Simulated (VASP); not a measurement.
## Mo: single point with PBEsol

Crystal: Mo.

```
Mo
1.0
    -1.57100    1.57100    1.45318
     1.57100   -1.57100    1.45318
     1.57100    1.57100   -1.45318
Mo
1
Direct
  0.00000 0.00000 0.00000
```

This cell differs from its parent crystal: strain -0.0750 x Voigt [0, 0, 1, 0, 0, 0].

```json
{
  "Program": "VASP 6.6.1",
  "Task": "single point",
  "Functional": "PBEsol",
  "Potentials or basis": "VASP PAW PBE potentials, release 64 (Mo_sv)",
  "Cutoff": "520 eV",
  "k mesh": "22 × 22 × 22",
  "Occupations": "gaussian, width 0.15 eV",
  "Spin": "no spin polarisation"
}
```

```json
{"Pressure": "22.9 GPa", "Band gap on the k mesh": "zero (band 7 reaches 18.34 eV, above the bottom of band 8 at 12.50 eV)"}
```

Stress tensor (GPa, compression positive):
```
13.43  0.00  0.00
 0.00 13.43  0.00
 0.00  0.00 41.75
```

Levels at points of the mesh, in eV from the Fermi level:
```csv
k point,band 5,band 6,band 7,band 8,band 9,band 10
"(0.00, 0.00, 0.00)",-7.54,-2.17,-1.12,-1.12,1.05,2.43
"(0.50, 0.00, 0.00)",-5.93,-4.16,1.87,2.25,3.31,5.42
"(0.50, 0.50, 0.00)",-5.77,-3.06,1.00,1.53,2.18,5.28
"(0.50, 0.50, 0.50)",-6.27,-6.04,4.45,4.45,4.76,9.06
```

It took 66 s on 1 thread of Intel(R) Xeon(R) Platinum 8488C (Sapphire Rapids), on a shared host, peak memory 0.25 GiB.

Caveat: the cell differs from its parent crystal (strain -0.0750 x Voigt [0, 0, 1, 0, 0, 0]); the PAW data sets were made with another functional, which shifts forces and pressure a little.
